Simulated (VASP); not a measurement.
# Zn4Sn4P8H (a cell with a defect) in VASP: further runs

Zn4Sn4P8H (a cell with a defect) is run at these levels: PBE; tasks: single point.

Everything below comes from runs of VASP 6.6.1. Logs are shortened: lines on timing, memory, paths and dates and some standing lists are left out, and cuts for length are marked.

## Step 1: The cell of the first run

The cell holds a defect, 17 atoms: a = 6.996 Å, b = 6.996 Å, c = 8.064 Å, α = 90.00°, β = 90.00°, γ = 109.61°.

## Step 2: Single point, PBE (with an interstitial atom, then relaxed in part)

File INCAR:

```
ALGO     = Normal         # electronic algorithm
EDIFF    = 1E-6           # SCF threshold, eV
ENCUT    = 400            # plane-wave cutoff, eV
GGA      = PE             # functional
GGA_COMPAT= F            
ISIF     = 2              # what is computed and relaxed
ISMEAR   = 0              # smearing method
LASPH    = T              # aspherical terms in the spheres
LCHARG   = F              # write CHGCAR
LREAL    = F              # projectors in reciprocal space
LWAVE    = F              # write WAVECAR
NBANDS   = 86             # bands
NELECT   = 144.0        
NELM     = 120            # most SCF steps
PREC     = Accurate       # precision mode
SIGMA    = 0.02           # smearing width, eV
```

File KPOINTS:

```
Automatic mesh
0
Gamma
  2 2 2
  0.5 0.5 0.5
```

File POSCAR:

```
Zn4Sn4P8H
1.0
    2.8511725737     -2.8511725737      5.7169940440
    2.8511725737     -2.8511725737     -5.7169940440
    5.7023451474      5.7023451474      0.0000000000
Zn Sn P H
4 4 8 1
Direct
    0.0035537125      0.5002524842      0.2449945234
    0.4798224372     -0.0118757089      0.7406758226
    0.4639899292      0.5262551639      0.5466968674
   -0.0159819840     -0.0098532065     -0.0089475007
    0.4794299036     -0.0326761957      0.2318833360
   -0.0174771124      0.4931484177      0.7462025813
   -0.0060821825     -0.0085727145      0.4946502988
    0.4773546815      0.4876819113     -0.0185316091
    0.0965069010      0.8575806163      0.2293202222
    0.5986820971      0.3490408729      0.7307224957
    0.0952978739      0.3528450273      0.0047480709
    0.6077783256      0.8711964493      0.5016434845
    0.1173015740      0.3783147736      0.4857822758
    0.6219404176      0.8701746692      0.9718572502
    0.6396569861      0.3531972358      0.2162979083
    0.1205326721      0.8769805636      0.7564857069
    0.5244008275      0.3889201118      0.3526905580
```

Potentials or basis: VASP PAW PBE potentials, release 64 (Zn, Sn_d, P, H).

On the command line:

```console
> cat potpaw_PBE.64/Zn/POTCAR potpaw_PBE.64/Sn_d/POTCAR potpaw_PBE.64/P/POTCAR potpaw_PBE.64/H/POTCAR > POTCAR
> mpirun -np 1 vasp_std > vasp.out
```

OUTCAR:

```text
EDIFF = 1E-6
   ENCUT = 400
   GGA = PE
   ISIF = 2
   ISMEAR = 0
   LASPH = T
   LREAL = F
   NELECT = 144.0
   NELM = 120
   PREC = Accurate

 ion  position               nearest neighbor table
   1  0.004  0.500  0.245-  13 2.36   9 2.37  11 2.38  15 2.42
   2  0.480  0.988  0.741-  16 2.37  10 2.38  12 2.38  14 2.39
   3  0.464  0.526  0.547-  17 1.95  12 2.31  10 2.33  13 2.35
   4  0.984  0.990  0.991-  16 2.37   9 2.38  14 2.39  11 2.39
   5  0.479  0.967  0.232-  14 2.51   9 2.53  12 2.53  15 2.56
   6  0.983  0.493  0.746-  16 2.53  10 2.53  11 2.54  13 2.54
[... 8 lines left out ...]
  15  0.640  0.353  0.216-  17 1.43   1 2.42   8 2.55   5 2.56
  16  0.121  0.877  0.756-   4 2.37   2 2.37   7 2.52   6 2.53
  17  0.524  0.389  0.353-  15 1.43   3 1.95

  LATTYP: Found a base centered orthorhombic cell.
 ALAT       =     8.0643338448
 B/A-ratio  =     1.4178465708
 C/A-ratio  =     1.0000000000

  Lattice vectors:

 A1 = (   2.8511725737,  -2.8511725737,   5.7169940440)
 A2 = (   2.8511725737,  -2.8511725737,  -5.7169940440)
 A3 = (   5.7023451474,   5.7023451474,   0.0000000000)

Analysis of symmetry for initial positions (statically):
=====================================================================
 Subroutine PRICEL returns:
 Original cell was already a primitive cell.

 Routine SETGRP: Setting up the symmetry group for a
 base centered orthorhombic supercell.

 Subroutine GETGRP returns: Found  1 space group operations
 (whereof  1 operations were pure point group operations)
 out of a pool of  8 trial point group operations.

The static configuration has the point symmetry C_1 .

Analysis of symmetry for dynamics (positions and initial velocities):
=====================================================================
 Subroutine PRICEL returns:
 Original cell was already a primitive cell.

 Routine SETGRP: Setting up the symmetry group for a
 base centered orthorhombic supercell.

 Subroutine GETGRP returns: Found  1 space group operations
 (whereof  1 operations were pure point group operations)
 out of a pool of  8 trial point group operations.

The dynamic configuration has the point symmetry C_1 .

 Subroutine INISYM returns: Found  1 space group operations
 (whereof  1 operations are pure point group operations),
 and found     1 'primitive' translations

----------------------------------------------------------------------------------------

                                     Primitive cell

  volume of cell :     371.7960

  direct lattice vectors                    reciprocal lattice vectors
     2.851172574 -2.851172574  5.716994044     0.087683223 -0.087683223  0.087458548
     2.851172574 -2.851172574 -5.716994044     0.087683223 -0.087683223 -0.087458548
     5.702345147  5.702345147  0.000000000     0.087683223  0.087683223  0.000000000

  length of vectors
     6.995883860  6.995883860  8.064333845     0.151742192  0.151742192  0.124002803

  position of ions in fractional coordinates (direct lattice)
     0.003553713  0.500252484  0.244994523
     0.479822437  0.988124291  0.740675823
     0.463989929  0.526255164  0.546696867
     0.984018016  0.990146794  0.991052499
     0.479429904  0.967323804  0.231883336
     0.982522888  0.493148418  0.746202581
[... 9 lines left out ...]
     0.120532672  0.876980564  0.756485707
     0.524400828  0.388920112  0.352690558

  ion indices of the primitive-cell ions
   primitive index   ion index
                 1           1
                 2           2
                 3           3
                 4           4
                 5           5
                 6           6
[... 9 lines left out ...]
                16          16
                17          17

----------------------------------------------------------------------------------------

 KPOINTS: Automatic mesh

Automatic generation of k-mesh.
 Grid dimensions read from file:
 generate k-points for:    2    2    2

 Generating k-lattice:

  Cartesian coordinates                     Fractional coordinates (reciprocal lattice)
     0.043841611 -0.043841611  0.043729274     0.500000000  0.000000000  0.000000000
     0.043841611 -0.043841611 -0.043729274     0.000000000  0.500000000  0.000000000
     0.043841611  0.043841611  0.000000000     0.000000000  0.000000000  0.500000000

  Length of vectors
     0.075871096  0.075871096  0.062001401

  Shift w.r.t. Gamma in fractional coordinates (k-lattice)
     0.500000000  0.500000000  0.500000000

 Subroutine IBZKPT returns following result:
 ===========================================

 Found      4 irreducible k-points:

 Following reciprocal coordinates:
            Coordinates               Weight
  0.250000  0.250000  0.250000      2.000000
 -0.250000 -0.250000  0.250000      2.000000
 -0.250000  0.250000  0.250000      2.000000
  0.250000 -0.250000  0.250000      2.000000
   k-points           NKPTS =      4   k-points in BZ     NKDIM =      4   number of bands    NBANDS=     86
   number of dos      NEDOS =    301   number of ions     NIONS =     17
   total plane-waves  NPLWV = 124416
   dimension x,y,z NGX =    48 NGY =   48 NGZ =   54
   dimension x,y,z NGXF=    96 NGYF=   96 NGZF=  108
   ions per type =               4   4   8   1
   NGX,Y,Z   is equivalent  to a cutoff of  11.41, 11.41, 11.13 a.u.
   NGXF,Y,Z  is equivalent  to a cutoff of  22.81, 22.81, 22.26 a.u.
 SYSTEM =  unknown system
   PREC   = accura    normal or accurate (medium, high low for compatibility)
   ISTART =      0    job   : 0-new  1-cont  2-samecut
   ICHARG =      2    charge: 1-file 2-atom 10-const
   ISPIN  =      1    spin polarized calculation?
   LNONCOLLINEAR =      F non collinear calculations
   LSORBIT =      F    spin-orbit coupling
   LASPH  =      T    aspherical Exc in radial PAW
   ENCUT  =  400.0 eV  29.40 Ry    5.42 a.u.  11.41 11.41 13.15*2*pi/ulx,y,z
   NELM   =    120;   NELMIN=  2; NELMDL= -5     # of ELM steps
   EDIFF  = 0.1E-05   stopping-criterion for ELM
   LREAL  =      F    real-space projection
   EDIFFG = 0.1E-04   stopping-criterion for IOM
   NSW    =      0    number of steps for IOM
   IBRION =     -1    ionic relax: 0-MD 1-quasi-New 2-CG
   NFREE  =      0    steps in history (QN), initial steepest desc. (CG)
   ISIF   =      2    stress and relaxation
   ISYM   =      2    0-nonsym 1-usesym 2-fastsym
   POTIM  = 0.5000    time-step for ionic-motion
   TEBEG  =    0.0;   TEEND  =   0.0 temperature during run
   PSTRESS=    0.0 pullay stress
   NELECT =     144.0000    total number of electrons
   NUPDOWN=      -1.0000    fix difference up-down
   EMIN   =  10.00;   EMAX   =-10.00  energy-range for DOS
   EFERMI =   0.00;   METHOD = LEGACY
   ISMEAR =     0;   SIGMA  =   0.02  broadening in eV -4-tet -1-fermi 0-gaus
   EFERMI_NEDOS =   21; number of points for ismear=-14 and -15
   IALGO  =     38    algorithm
   IMIX   =      4    mixing-type and parameters
     AMIX     =   0.40;   BMIX     =  1.00
     AMIX_MAG =   1.60;   BMIX_MAG =  1.00
  volume/ion in A,a.u.               =      21.87       147.59
  Fermi-wavevector in a.u.,A,eV,Ry     =   1.193331  2.255068 19.375210  1.424038
  Thomas-Fermi vector in A             =   2.329347
   LORBIT       =      0    0 simple, 1 ext, 2 COOP (PROOUT), +10 PAW based schemes
   GGA     = PE    functional components
   LHFCALC =     F    Hartree Fock is set to
   AEXX    =    0.0000 exact exchange contribution
   IVDW    =     0    specifies the selected vdW correction
   LEPSILON=     F    determine dielectric tensor
   LRPA    =     F    only Hartree local field effects (RPA)
 non-spin polarized calculation
 Gauss-broadening in eV      SIGMA  =   0.02
  energy-cutoff  :      400.00
  volume of cell :      371.80
 maximum number of plane-waves:      6758
 NGX is ok and might be reduce to    48
   NGX = 23   NGY = 23   NGZ = 27

 number of electron     143.9999966 magnetization

 Free energy of the ion-electron system (eV)
  ---------------------------------------------------
  ext. energy  EPLUGINS =         0.00000000
  ---------------------------------------------------
  free energy    TOTEN  =       -73.75511647 eV

  energy without entropy =      -73.75511647  energy(sigma->0) =      -73.75511647

 E-fermi :   4.0647     XC(G=0):  -9.3782

 val. band max:        3.9094579855   @ k =  -0.2500   0.2500   0.2500
 cond. band min:       5.6768138055   @ k =   0.2500  -0.2500   0.2500
 fundamental gap:      1.7673558200
 Fermi energy:         4.0647114752

 k-point     1 :       0.2500    0.2500    0.2500
  band No.  band energies     occupation
      1     -17.0860      2.00000
      2     -17.0719      2.00000
      3     -17.0642      2.00000
      4     -17.0546      2.00000
      5     -17.0465      2.00000
      6     -17.0351      2.00000
[... 76 lines left out ...]
     83       8.2925      0.00000
     84       8.3763      0.00000

 k-point     2 :      -0.2500   -0.2500    0.2500
  band No.  band energies     occupation
      1     -17.0860      2.00000
      2     -17.0719      2.00000
      3     -17.0643      2.00000
      4     -17.0545      2.00000
      5     -17.0465      2.00000
      6     -17.0353      2.00000
[... 76 lines left out ...]
     83       8.3505      0.00000
     84       8.4646      0.00000

 k-point     3 :      -0.2500    0.2500    0.2500
  band No.  band energies     occupation
      1     -17.0859      2.00000
      2     -17.0722      2.00000
      3     -17.0642      2.00000
      4     -17.0541      2.00000
      5     -17.0470      2.00000
      6     -17.0350      2.00000
[... 76 lines left out ...]
     83       7.8740      0.00000
     84       8.1514      0.00000

 k-point     4 :       0.2500   -0.2500    0.2500
  band No.  band energies     occupation
      1     -17.0859      2.00000
      2     -17.0722      2.00000
      3     -17.0642      2.00000
      4     -17.0541      2.00000
      5     -17.0470      2.00000
      6     -17.0350      2.00000
[... 76 lines left out ...]
     83       7.9590      0.00000
     84       8.2226      0.00000
 [bands above 84 left out]

------------------------ aborting loop because EDIFF is reached ----------------------------------------

  FORCE on cell =-STRESS in cart. coord.  units (eV):
  Direction    XX          YY          ZZ          XY          YZ          ZX
  --------------------------------------------------------------------------------------
  -------------------------------------------------------------------------------------
  Total       -4.5607538     -5.3168303     -5.1748488     -0.5726471     -0.4542580     -1.1161712
  in kB      -19.6536162    -22.9117703    -22.2999306     -2.4677030     -1.9575301     -4.8099067
  external PRESSURE =     -21.6217724 kB  Pullay stress =       0.0000000 kB

 VOLUME and BASIS-vectors are now :
 -----------------------------------------------------------------------------
  energy-cutoff  :      400.00
  volume of cell :      371.80
      direct lattice vectors                 reciprocal lattice vectors
     2.851172574 -2.851172574  5.716994044     0.087683223 -0.087683223  0.087458548
     2.851172574 -2.851172574 -5.716994044     0.087683223 -0.087683223 -0.087458548
     5.702345147  5.702345147  0.000000000     0.087683223  0.087683223  0.000000000

 POSITION                                       TOTAL-FORCE (eV/Angst)
 -----------------------------------------------------------------------------------
      2.83348     -0.03940     -2.83962        -0.000288     -0.000364     -0.003335
      8.40896      0.03822     -2.90596         0.004583      0.001701      0.000651
      5.94081      0.29409     -0.35597        -0.001739      0.002258      0.003625
     11.28001      0.02264     -0.03504         0.003445     -0.001859     -0.005993
      5.44722     -2.80267     -2.78929         0.000058     -0.003799      0.001375
      8.46250      0.04771      2.79775         0.001785      0.002023     -0.000109
[... 9 lines left out ...]
      7.15782      1.46966     -4.32461        -0.030710      0.000065     -0.000524
      4.61520     -0.59287      0.77454        -0.007668     -0.010040      0.010240
 -----------------------------------------------------------------------------------
    total drift:                                0.000613     -0.000035      0.001137

  FREE ENERGIE OF THE ION-ELECTRON SYSTEM (eV)
  ---------------------------------------------------
  free  energy   TOTEN  =       -73.7551164727 eV

  energy  without entropy=      -73.7551164727  energy(sigma->0) =      -73.75511647
```

It took 4.6 min on 1 thread of Oxide Virtual Turin-like, shared host; peak memory 0.34 GiB.

What came out:

* Free energy: -73.7551 eV
* Largest force: 0.031 eV/Å

Forces in eV/Å, atoms in the order of the input:
```
Zn   0.000  0.000 -0.003
Zn   0.005  0.002  0.001
Zn  -0.002  0.002  0.004
Zn   0.003 -0.002 -0.006
Sn   0.000 -0.004  0.001
Sn   0.002  0.002  0.000
Sn   0.001  0.000  0.004
Sn  -0.001  0.004  0.005
P    0.025  0.008  0.000
P    0.023 -0.011  0.001
P    0.001 -0.026  0.006
P   -0.004 -0.026  0.002
P    0.001  0.017 -0.002
P   -0.008  0.028  0.003
P   -0.008  0.017 -0.023
P   -0.031  0.000 -0.001
H   -0.008 -0.010  0.010
```

Levels at points of the mesh, in eV from the Fermi level:
```
           k point  band 69  band 70  band 71  band 72  band 73  band 74  band 75  band 76
(0.25, 0.25, 0.25)    -0.98    -0.78    -0.73    -0.50     2.11     2.42     2.57     2.74
```

Caveat: the cell carries a net charge on a neutralising background, which shifts energy and pressure; the cell differs from its parent crystal (with an interstitial atom, then relaxed in part); the cell is charged against a uniform background, so pressure and absolute levels hang on convention; spin-orbit coupling is left out, which moves the levels of the heavy elements.

## Step 3: Single point, PBE

File INCAR:

```
PREC = Accurate ; ENCUT = 400
EDIFF = 1E-6 ; ISMEAR = 0
SIGMA = 0.02 ; LREAL = False
LASPH = True ; NELM = 120
ALGO = Normal ; ISIF = 2
LWAVE = False ; LCHARG = False
GGA = PE ; NBANDS = 86
NELECT = 144.0 ; GGA_COMPAT = False
```

KPOINTS is that of step 2.

File POSCAR:

```
Zn4Sn4P8H
1.0
    2.8511725737     -2.8511725737      5.7169940440
    2.8511725737     -2.8511725737     -5.7169940440
    5.7023451474      5.7023451474      0.0000000000
Zn Sn P H
4 4 8 1
Direct
    0.0202377002      0.5097423207      0.2535534877
    0.4965065802     -0.0023858409      0.7492348130
    0.4806738797      0.5357449533      0.5552558497
    0.0007020263     -0.0003633937     -0.0003885244
    0.4961139388     -0.0231864098      0.2404423030
   -0.0007931199      0.5026382250      0.7547615742
    0.0106018774      0.0009170676      0.5032093684
    0.4940387462      0.4971716863     -0.0099725637
    0.1131909303      0.8670704982      0.2378792348
    0.6153661750      0.3585306791      0.7392814519
    0.1119818566      0.3623347500      0.0133070689
    0.6244623234      0.8806863090      0.5102024561
    0.1339855910      0.3878046415      0.4943413503
    0.6386245291      0.8796644864      0.9804162771
    0.6563410404      0.3626870699      0.2248569609
    0.1372167678      0.8864704782      0.7650447118
    0.5410848352      0.3984098571      0.3612495292
```

Potentials or basis: VASP PAW PBE potentials, release 64 (Zn, Sn_d, P, H).

On the command line:

```console
> cat potpaw_PBE.64/Zn/POTCAR potpaw_PBE.64/Sn_d/POTCAR potpaw_PBE.64/P/POTCAR potpaw_PBE.64/H/POTCAR > POTCAR
> mpirun -np 1 vasp_std > vasp.out
```

Wall time 4.1 min (1 thread of Oxide Virtual Turin-like, shared host); peak memory 0.35 GiB.

The run converged. Its results:

```
Free energy   : -73.7551 eV
Largest force : 0.031 eV/Å
```

Forces in eV/Å, atoms in the order of the input:
```
Zn   0.000  0.001 -0.004
Zn   0.003  0.002  0.000
Zn  -0.001  0.001  0.004
Zn   0.002 -0.002 -0.005
Sn   0.000 -0.004  0.002
Sn   0.001  0.002  0.000
Sn   0.001  0.000  0.005
Sn   0.000  0.003  0.006
P    0.026  0.007 -0.001
P    0.023 -0.011  0.000
P    0.001 -0.026  0.006
P   -0.004 -0.026  0.001
P    0.001  0.017 -0.002
P   -0.007  0.028  0.003
P   -0.008  0.017 -0.024
P   -0.031  0.000 -0.001
H   -0.008 -0.010  0.010
```

Levels at points of the mesh, in eV from the Fermi level:
| k point | band 69 | band 70 | band 71 | band 72 | band 73 | band 74 | band 75 | band 76 |
| --- | --- | --- | --- | --- | --- | --- | --- | --- |
| (0.25, 0.25, 0.25) | -0.95 | -0.75 | -0.70 | -0.47 | 2.14 | 2.45 | 2.60 | 2.77 |

Caveat: the cell carries a net charge on a neutralising background, which shifts energy and pressure; the cell is charged against a uniform background, so pressure and absolute levels hang on convention; spin-orbit coupling is left out, which moves the levels of the heavy elements.
